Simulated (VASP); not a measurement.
MoS2, 3 atoms in the cell. It takes space group P-3m1 (No. 164, trigonal). Conventional cell: a = 3.206 Å, b = 3.206 Å, c = 6.270 Å, α = 90.00°, β = 90.00°, γ = 120.00°. Mo (site symmetry -3m) has 6 S at 2.40 Å within 3.2 Å. Within 3.2 Å of S (site symmetry 3m) lie 3 Mo at 2.40 Å. 

```yaml
Program: VASP 6.6.1
Task: single point
Functional: LDA
Potentials_or_basis: VASP PAW LDA potentials, release 64 (Mo_sv, S)
Cutoff: 520 eV
k_mesh: 10 × 10 × 5
Occupations: gaussian, width 0.15 eV
Spin: no spin polarisation
Dipole_correction: no
Further_INCAR_settings: ALGO = Normal; EDIFF = 1e-07; NBANDS = 20
```

Potentials or basis: VASP PAW LDA potentials, release 64 (Mo_sv, S).

The run is started by

```bash
$ cat potpaw_LDA.64/Mo_sv/POTCAR potpaw_LDA.64/S/POTCAR > POTCAR
$ mpirun -np 1 vasp_std > vasp.out
```

Hardware: 1 thread of Intel(R) Xeon(R) 6975P-C (Granite Rapids) (shared host).

Question: How long does it take, and how much memory?

Answer: It took 18 s on 1 thread of Intel(R) Xeon(R) 6975P-C (Granite Rapids), on a shared host, peak memory 0.18 GiB. Counts: scf iterations 15, k points 58.
